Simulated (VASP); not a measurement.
# PbS (Fm-3m) in VASP: a series of runs, part 2 of 2

VASP 6.6.1.

## 6. Single point, LDA (volume scaled by 1.04)

INCAR reads:

```
SYSTEM = PbS
  PREC = Accurate
  ENCUT = 520
  EDIFF = 1E-7
  ISMEAR = -1
  SIGMA = 0.01
  LREAL = .False.
  LASPH = .True.
  NELM = 80
  ALGO = Normal
  ISIF = 2
  LWAVE = .False.
  LCHARG = .True.
  LELF = .True.
  LVHAR = .True.
  NBANDS = 17
```

KPOINTS reads:

```
Automatic mesh
0
Gamma
  7 7 7
  0 0 0
```

POSCAR reads:

```
PbS
1.0
    0.0000000000      3.0040176323      3.0040176323
    3.0040176323      0.0000000000      3.0040176323
    3.0040176323      3.0040176323      0.0000000000
Pb S
1 1
Direct
    0.0000000000      0.0000000000      0.0000000000
    0.5000000000      0.5000000000      0.5000000000
```

Potentials or basis: VASP PAW LDA potentials, release 64 (Pb_d, S).

Command:

```sh
$ cat potpaw_LDA.64/Pb_d/POTCAR potpaw_LDA.64/S/POTCAR > POTCAR
$ mpirun -np 1 vasp_std > vasp.out
```

OUTCAR:

```text
SYSTEM = PbS
   PREC = Accurate
   ENCUT = 520
   EDIFF = 1E-7
   ISMEAR = -1
   LREAL = .False.
   LASPH = .True.
   NELM = 80
   ISIF = 2

 ion  position               nearest neighbor table
   1  0.000  0.000  0.000-   2 3.00   2 3.00   2 3.00   2 3.00   2 3.00   2 3.00
   2  0.500  0.500  0.500-   1 3.00   1 3.00   1 3.00   1 3.00   1 3.00   1 3.00

  LATTYP: Found a face centered cubic cell.
 ALAT       =     6.0080352646

  Lattice vectors:

 A1 = (   0.0000000000,   3.0040176323,   3.0040176323)
 A2 = (   3.0040176323,   0.0000000000,   3.0040176323)
 A3 = (   3.0040176323,   3.0040176323,   0.0000000000)

Analysis of symmetry for initial positions (statically):
=====================================================================
 Subroutine PRICEL returns:
 Original cell was already a primitive cell.

 Routine SETGRP: Setting up the symmetry group for a
 face centered cubic supercell.

 Subroutine GETGRP returns: Found 48 space group operations
 (whereof 48 operations were pure point group operations)
 out of a pool of 48 trial point group operations.

The static configuration has the point symmetry O_h .

[... 153 lines left out ...]

 E-fermi :   5.0443     XC(G=0):  -9.8554

 val. band max:        4.8074587433   @ k =   0.4286   0.0000   0.0000
 cond. band min:       5.7182565386   @ k =   0.4286   0.0000   0.0000
 fundamental gap:      0.9107977953
 Fermi energy:         5.0443473647

 k-point     1 :       0.0000    0.0000    0.0000
  band No.  band energies     occupation
      1     -11.6193      2.00000
      2     -11.6193      2.00000
      3     -11.6193      2.00000
      4     -11.6092      2.00000
      5     -11.6092      2.00000
      6      -8.1371      2.00000
[... 377 lines left out ...]
      4     -11.5958      2.00000
      5     -11.5682      2.00000
      6      -6.5580      2.00000
[... 9 lines left out ...]
     16      16.7714      0.00000
     17      17.2428      0.00000

------------------------ aborting loop because EDIFF is reached ----------------------------------------

  FORCE on cell =-STRESS in cart. coord.  units (eV):
  Direction    XX          YY          ZZ          XY          YZ          ZX
  --------------------------------------------------------------------------------------
  -------------------------------------------------------------------------------------
  Total       -1.5180780     -1.5180780     -1.5180780      0.0000000      0.0000000      0.0000000
  in kB      -44.8608223    -44.8608223    -44.8608223      0.0000000      0.0000000      0.0000000
  external PRESSURE =     -44.8608223 kB  Pullay stress =       0.0000000 kB

 VOLUME and BASIS-vectors are now :
 -----------------------------------------------------------------------------
  energy-cutoff  :      520.00
  volume of cell :       54.22
      direct lattice vectors                 reciprocal lattice vectors
     0.000000000  3.004017632  3.004017632    -0.166443763  0.166443763  0.166443763
     3.004017632  0.000000000  3.004017632     0.166443763 -0.166443763  0.166443763
     3.004017632  3.004017632  0.000000000     0.166443763  0.166443763 -0.166443763

 POSITION                                       TOTAL-FORCE (eV/Angst)
 -----------------------------------------------------------------------------------
      0.00000      0.00000      0.00000         0.000000     -0.000000      0.000000
      3.00402      3.00402      3.00402        -0.000000      0.000000     -0.000000
 -----------------------------------------------------------------------------------
    total drift:                                0.000000     -0.000000     -0.000000

  FREE ENERGIE OF THE ION-ELECTRON SYSTEM (eV)
  ---------------------------------------------------
  free  energy   TOTEN  =        -9.9397901662 eV

  energy  without entropy=       -9.9397901662  energy(sigma->0) =       -9.93979017
```

OSZICAR:

```text
N       E                     dE             d eps       ncg     rms          rms(c)
DAV:   1     0.158356981214E+03    0.15836E+03   -0.95134E+03   688   0.122E+03
DAV:   2     0.192461222216E+01   -0.15643E+03   -0.15121E+03   761   0.316E+02
DAV:   3    -0.100951331137E+02   -0.12020E+02   -0.11924E+02   844   0.929E+01
DAV:   4    -0.104114604336E+02   -0.31633E+00   -0.31599E+00   847   0.162E+01
DAV:   5    -0.104241176025E+02   -0.12657E-01   -0.12656E-01   956   0.322E+00    0.421E+00
DAV:   6    -0.995101479977E+01    0.47310E+00   -0.14454E+00  1048   0.781E+00    0.296E+00
DAV:   7    -0.994433474229E+01    0.66801E-02   -0.10582E-01   828   0.160E+00    0.168E+00
DAV:   8    -0.994020769963E+01    0.41270E-02   -0.13064E-02   845   0.106E+00    0.271E-01
DAV:   9    -0.993976913303E+01    0.43857E-03   -0.28799E-03   981   0.379E-01    0.844E-02
DAV:  10    -0.993979492507E+01   -0.25792E-04   -0.17234E-04   798   0.729E-02    0.645E-02
DAV:  11    -0.993979031353E+01    0.46115E-05   -0.17991E-05   946   0.410E-02    0.716E-03
DAV:  12    -0.993979018022E+01    0.13331E-06   -0.96512E-07   942   0.136E-02    0.232E-03
DAV:  13    -0.993979016620E+01    0.14024E-07   -0.12552E-07   592   0.273E-03
   1 F= -.99397902E+01 E0= -.99397902E+01  d E =-.593450E-12
```

stdout:

```text
POSCAR found type information on POSCAR PbS
 POSCAR found :  2 types and       2 ions
 scaLAPACK will be used
 LDA part: xc-table for (Slater(with rela. corr.)+CA(PZ))
 , standard interpolation
 POSCAR, INCAR and KPOINTS ok, starting setup
 FFT: planning ... GRIDC
 FFT: planning ... GRID_SOFT
 FFT: planning ... GRID
 WAVECAR not read
 entering main loop
```

Run time: 23 s. Hardware: 1 thread of Intel Xeon 8259CL, shared host; peak memory 0.16 GiB.

Results:

| Quantity | Value |
| --- | --- |
| Free energy | -9.9398 eV |
| Pressure | -4.5 GPa |

Caveat: this odd mesh misses L, where the gap lies, so gap, dielectric constants and Born charges aren't listed; spin-orbit coupling is left out, which moves the levels of the heavy elements.

## 7. The runs side by side

```csv
cell,pressure (GPa)
"a = 4.193 Å, angles 60.0°, 2 atoms",-2.6
"a = 4.165 Å, angles 60.0°, 2 atoms",-1.4
"a = 4.179 Å, angles 60.0°, 2 atoms",-2.0
"a = 4.207 Å, angles 60.0°, 2 atoms",-3.1
"a = 4.248 Å, angles 60.0°, 2 atoms",-4.5
```

Alike in all rows: task single point; level LDA; potentials or basis VASP PAW LDA potentials, release 64 (Pb_d, S); no spin polarisation; k mesh 7 × 7 × 7; cutoff (eV) 520; smearing fermi-dirac 0.01 eV.

Caveats: spin-orbit coupling is left out, which moves the levels of the heavy elements.

Absolute energies hang on the potentials; compare differences alone.
